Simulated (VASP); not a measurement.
Wanted: the native input for a VASP 6.6.1 run.

| Property | Result |
| --- | --- |
| Task | single point |
| Functional | HSE06 |
| Potentials or basis | VASP PAW PBE potentials, release 64 (Ga_d, Sb) |
| Cutoff | 520 eV |
| k mesh | 6 × 6 × 6 |
| Occupations | fermi-dirac, width 0.02 eV |
| Spin | no spin polarisation |
| Dipole correction | no |
| Grid for exact exchange (PRECFOCK) | Normal |
| Further INCAR settings | ALGO = Normal; EDIFF = 1e-06; NBANDS = 16 |
| Share of exact exchange | 0.25 |
| Screening parameter | 0.2079 1/Å |

The system is GaSb.

```
Ga Sb
1.0
     0.00000    3.06588    3.06588
     3.06588    0.00000    3.06588
     3.06588    3.06588    0.00000
Ga Sb
1 1
Direct
  0.00000 0.00000 0.00000
  0.25000 0.25000 0.25000
```

These files were run (other wordings do the same):

POSCAR

```
GaSb
1.0
    0.0000000000      3.0658787993      3.0658787993
    3.0658787993      0.0000000000      3.0658787993
    3.0658787993      3.0658787993      0.0000000000
Ga Sb
1 1
Direct
    0.0000000000      0.0000000000      0.0000000000
    0.2500000000      0.2500000000      0.2500000000
```

INCAR.step1

```
PREC = Accurate
ENCUT = 520
EDIFF = 1E-5
ISMEAR = -1
SIGMA = 0.02
LREAL = F
LASPH = T
NELM = 60
ALGO = Normal
ISIF = 2
LWAVE = T
LCHARG = F
NBANDS = 16
GGA = PE
```

INCAR.step2

```
PREC = Accurate
ENCUT = 520
EDIFF = 1E-6
ISMEAR = -1
SIGMA = 0.02
LREAL = F
LASPH = T
NELM = 60
ALGO = Normal
ISIF = 2
LWAVE = F
LCHARG = F
GGA = PE
LHFCALC = T
HFSCREEN = 0.2079
PRECFOCK = Normal
NBANDS = 16
ISTART = 1
```

KPOINTS

```
Automatic mesh
0
Gamma
  6 6 6
```

Potentials or basis: VASP PAW PBE potentials, release 64 (Ga_d, Sb).

Command:

```sh
$ cat potpaw_PBE.64/Ga_d/POTCAR potpaw_PBE.64/Sb/POTCAR > POTCAR
$ cp INCAR.step1 INCAR
$ mpirun -np 1 vasp_std > vasp.out
$ cp INCAR.step2 INCAR
$ mpirun -np 1 vasp_std > vasp.out
```

It gave:

The pressure is -0.3 GPa. The band gap on the k mesh is 0.79 eV.

Caveat: the PAW data sets were made with another functional, which shifts forces and pressure a little; spin-orbit coupling is left out, which moves the levels of the heavy elements.

It took 80 min on 1 thread of Intel(R) Xeon(R) Platinum 8259CL CPU @ 2.50GHz (Skylake/Cascade Lake), on a shared host, peak memory 0.32 GiB.
